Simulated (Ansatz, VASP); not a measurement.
## One calculation of Al2Cu, two programs

File INCAR:

```
  PREC = Accurate
  ENCUT = 520
  EDIFF = 1E-6
  ISMEAR = 0
  SIGMA = 0.15
  LREAL = F
  LASPH = T
  NELM = 100
  ALGO = Fast
  ISIF = 2
  LWAVE = F
  LCHARG = F
  GGA = PE
  NBANDS = 16
```

File KPOINTS:

```
regular mesh
0
Gamma
  14 14 14
```

The input POSCAR:

```
Al2Cu
1.0
   -2.0446004822      2.0446004822      2.7563729399
    2.0446004822     -2.0446004822      2.7563729399
    2.0446004822      2.0446004822     -2.7563729399
Al Cu
2 1
Direct
    0.7396244084      0.2396244084      0.5000000000
    0.2603755916      0.7603755916      0.5000000000
    0.5000000000      0.5000000000      0.0000000000
```

Input for Ansatz:

```yaml
crystal:
  lattice:
    - [-2.0446004822, 2.0446004822, 2.7563729399]
    - [2.0446004822, -2.0446004822, 2.7563729399]
    - [2.0446004822, 2.0446004822, -2.7563729399]
  atoms:
    - { symbol: Al, position: [0.7396244084, 0.2396244084, 0.5] }
    - { symbol: Al, position: [0.2603755916, 0.7603755916, 0.5] }
    - { symbol: Cu, position: [0.5, 0.5, 0.0] }
basis:
  ecutwfc: 520.0
kpoints:
  mp_grid: { grid: [14, 14, 14] }
hamiltonian:
  xc: pbe
  pseudopotentials: { kind: paw, azcp: { folder: soft_1 } }
scf:
  occupations: { method: gaussian, width: 0.15 }
output:
  forces: true
  stress: true
  eigenvalues: true
  write_density: true
  write_potential: true
  elf: true
  volumetric_format: npy
```

Change from the starting cell: mode 9 frozen in at -0.060 Å, normal strain along z -0.0467.

Alike in both runs: task single point; functional PBE; k mesh 14 × 14 × 14; occupations gaussian, width 0.15 eV; no spin polarisation.

|  | VASP | Ansatz |
| --- | --- | --- |
| version | VASP 6.6.1 | Ansatz 0.2.0 |
| potentials or method | VASP PAW PBE potentials, release 64 (Al, Cu), cutoff 520 eV | scalar-relativistic, plane waves, PAW |
| valence electrons in the cell | 17 | 25 |

```tsv
	VASP	Ansatz	Ansatz less VASP
gap on the k mesh at the Fermi level (eV)	none	none	-
pressure (GPa)	5.9	5.7	-0.29
traceless stress, the component that is largest in VASP (GPa)	-4.20	-4.20	-0.004
rms of the force components (eV/Å)	0.318	0.319	+0.0004
```

Atom by atom the forces differ by 0.000 eV/Å (rms over components). A gap of «none» marks a metal or a gap that the smearing closes. VASP's potentials hold 17 valence electrons a cell and Ansatz's 25, so a difference there can come from the potentials and not from the codes.
